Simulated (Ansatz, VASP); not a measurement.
Two plane-wave programs on Sb

INCAR

```
SYSTEM = Sb
PREC = Accurate
ENCUT = 520
EDIFF = 1E-6
ISMEAR = 0
SIGMA = 0.15
LREAL = .False.
LASPH = .True.
NELM = 80
ALGO = Normal
ISIF = 2
LWAVE = .False.
LCHARG = .False.
GGA = PS
NBANDS = 8
```

File KPOINTS:

```
regular mesh
0
Gamma
  16 16 16
  0 0 0
```

Contents of POSCAR:

```
Sb
1.0
    3.5471586354      0.0000000000      0.0000000000
    0.0000000000      3.5471586354      0.0000000000
    0.0000000000      0.0000000000      2.5078411553
Sb
1
Direct
    0.0000000000      0.0000000000      0.0000000000
```

Input for Ansatz:

```yaml
crystal:
  lattice:
    - [3.5471586354, 0.0, 0.0]
    - [0.0, 3.5471586354, 0.0]
    - [0.0, 0.0, 2.5078411553]
  atoms:
    - { symbol: Sb, position: [0.0, 0.0, 0.0] }
basis:
  ecutwfc: 420
kpoints:
  mp_grid: { grid: [16, 16, 16] }
hamiltonian:
  xc: pbesol
scf:
  occupations: { method: gaussian, width: 0.15 }
output:
  forces: true
  stress: true
  eigenvalues: true
```

Alike in both runs: task single point; functional PBEsol; k mesh 16 × 16 × 16; occupations gaussian, width 0.15 eV; no spin polarisation.

```csv
,VASP,Ansatz
version,VASP 6.6.1,Ansatz 0.2.0
potentials or method,"VASP PAW PBE potentials, release 64 (Sb), cutoff 520 eV","scalar-relativistic, plane waves, PAW"
valence electrons in the cell,5,15
```

|  | VASP | Ansatz | Ansatz less VASP |
| --- | --- | --- | --- |
| gap on the k mesh at the Fermi level (eV) | none | none | - |
| pressure (GPa) | 11.2 | 10.8 | -0.36 |
| traceless stress, the component that is largest in VASP (GPa) | 33.92 | 33.27 | -0.645 |

VASP's potentials were made for PBE, not for PBEsol. A gap of «none» marks a metal or a gap that the smearing closes. VASP's potentials hold 5 valence electrons a cell and Ansatz's 15, so a difference there can come from the potentials and not from the codes.

Neither program's run includes spin-orbit coupling.
